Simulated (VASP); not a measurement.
Write the native input for VASP 6.6.1 that does the following.

```
Task                   : single point
Functional             : LDA
Potentials or basis    : VASP PAW LDA potentials, release 64 (Ta_sv_GW, N)
Cutoff                 : 600 eV
k mesh                 : 10 × 10 × 9
Occupations            : fermi-dirac, width 0.05 eV
Spin                   : no spin polarisation
Hubbard terms          : Ta d U = 5.0 eV
Dipole correction      : no
Second run             : valence_matched
Further INCAR settings : ALGO = Normal; EDIFF = 1e-06; NBANDS = 16
```

The structure of TaN lies in POSCAR:

```
TaN
1.0
    2.9380000000      0.0000000000      0.0000000000
   -1.4690000000      2.5443826363      0.0000000000
    0.0000000000      0.0000000000      2.8830000000
Ta N
1 1
Direct
    0.0000000000      0.0000000000      0.5000000000
    0.6666666667      0.3333333333      0.0000000000
```

One way to write it, as run:

INCAR

```
  PREC = Accurate
  ENCUT = 600
  EDIFF = 1E-6
  ISMEAR = -1
  SIGMA = 0.05
  LREAL = F
  LASPH = T
  NELM = 200
  ALGO = Normal
  ISIF = 2
  LWAVE = F
  LCHARG = F
  LMAXMIX = 4
  LDAU = T
  LDAUTYPE = 2
  LDAUL = 2 -1
  LDAUU = 5 0
  LDAUJ = 0 0
  LDAUPRINT = 1
  GGA = CA
  NBANDS = 16
  GGA_COMPAT = F
```

KPOINTS

```
regular mesh
0
Gamma
  10 10 9
```

Potentials or basis: VASP PAW LDA potentials, release 64 (Ta_sv_GW, N).

The run is started by

```console
$ cat potpaw_LDA.64/Ta_sv_GW/POTCAR potpaw_LDA.64/N/POTCAR > POTCAR
$ mpirun -np 1 vasp_std > vasp.out
```

It gave:

- Pressure: 6.2 GPa
- Band gap on the k mesh: zero (band 9 reaches 13.19 eV, above the bottom of band 10 at 12.85 eV)

Caveat: spin-orbit coupling is left out, which moves the levels of the heavy elements; U without spin polarisation on a metal has little footing.

Wall time 8.4 s on 1 thread of Intel(R) Xeon(R) 6975P-C (Granite Rapids), with other jobs on the host, peak memory 0.15 GiB.
